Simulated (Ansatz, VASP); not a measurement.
One calculation of SiC, two programs

```xyz
2
Lattice="0.0000 2.1899 2.1899 2.1899 0.0000 2.1899 2.1899 2.1899 0.0000" Properties=species:S:1:pos:R:3 pbc="T T T"
Si    0.0000    0.0000    0.0000
C     3.2848    3.2848    3.2848
```

Alike in both runs: functional PBE; k mesh 12 × 12 × 12; occupations gaussian, width 0.02 eV; no spin polarisation.

Ansatz relaxed the structure, and its values are those at the end. VASP's run is a single point on that final structure, the one shown.

```csv
,VASP,Ansatz
version,VASP 6.6.1,Ansatz 0.2.0
potentials or method,"VASP PAW PBE potentials, release 64 (Si, C), cutoff 520 eV","scalar-relativistic, plane waves, PAW"
valence electrons in the cell,8,8
```

```csv
,VASP,Ansatz,Ansatz less VASP
gap on the k mesh at the Fermi level (eV),1.37,1.37,+0.002
least direct gap on the mesh (eV),4.53,4.53,+0.003
pressure (GPa),0.0,0.0,+0.05
```
